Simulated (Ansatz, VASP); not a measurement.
Ag in VASP and in Ansatz

```xyz
1
Lattice="-1.5919 1.5919 1.5919 1.5919 -1.5919 1.5919 1.5919 1.5919 -1.5919" Properties=species:S:1:pos:R:3 pbc="T T T"
Ag    0.0000    0.0000    0.0000
```

Alike in both runs: task relaxation of cell and atoms; functional LDA; k mesh 18 × 18 × 18; occupations gaussian, width 0.1 eV; no spin polarisation.

```csv
,VASP,Ansatz
version,VASP 6.6.1,Ansatz 0.2.0
potentials or method,"VASP PAW LDA potentials, release 64 (Ag), cutoff 600 eV","scalar-relativistic, plane waves, PAW"
valence electrons in the cell,11,19
```

|  | VASP | Ansatz | Ansatz less VASP |
| --- | --- | --- | --- |
| gap on the k mesh at the Fermi level, each at its own relaxed structure (eV) | none | none | - |
| relaxed volume (Å³/atom) | 16.12 | 16.11 | -0.011 |
| relaxed cell length with the largest relative difference (Å) | 2.756 | 2.756 | -0.0007 |

LDA's correlation is that of Perdew and Zunger in VASP and of Perdew and Wang (1992) in Ansatz. A gap of «none» marks a metal or a gap that the smearing closes. VASP's potentials hold 11 valence electrons a cell and Ansatz's 19, so a difference there can come from the potentials and not from the codes.
